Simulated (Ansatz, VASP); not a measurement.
**IrO: VASP beside Ansatz**

```xyz
4
Lattice="2.5861 0.0000 0.0000 0.0000 2.5861 0.0000 0.0000 0.0000 5.1722" Properties=species:S:1:pos:R:3 pbc="T T T"
Ir    2.5861    2.5861    5.1722
Ir    2.5861    2.5861    2.5861
O     1.2931    1.2931    1.2931
O     1.2931    1.2931    3.8792
```

Alike in both runs: task single point; functional r2SCAN; k mesh 16 × 16 × 8; occupations gaussian, width 0.1 eV; collinear spin.

|  | VASP | Ansatz |
| --- | --- | --- |
| version | VASP 6.6.1 | Ansatz 0.2.0 |
| potentials or method | VASP PAW PBE potentials, release 64 (Ir, O), cutoff 520 eV | scalar-relativistic, plane waves, PAW |
| valence electrons in the cell | 30 | 46 |

|  | VASP | Ansatz | Ansatz less VASP |
| --- | --- | --- | --- |
| gap on the k mesh at the Fermi level (eV) | none | none | - |
| net moment per atom (μB) | 0.00 | 0.00 | 0.000 |

VASP's potentials were made for PBE, not for r2SCAN. A gap of «none» marks a metal or a gap that the smearing closes. The functional is the same, so the differences come from potentials, cutoffs and numerics. VASP's potentials hold 30 valence electrons a cell and Ansatz's 46, so a difference there can come from the potentials and not from the codes. Ansatz's warnings: seeded moment not kept, stability check not made.

Spin-orbit coupling is off throughout.
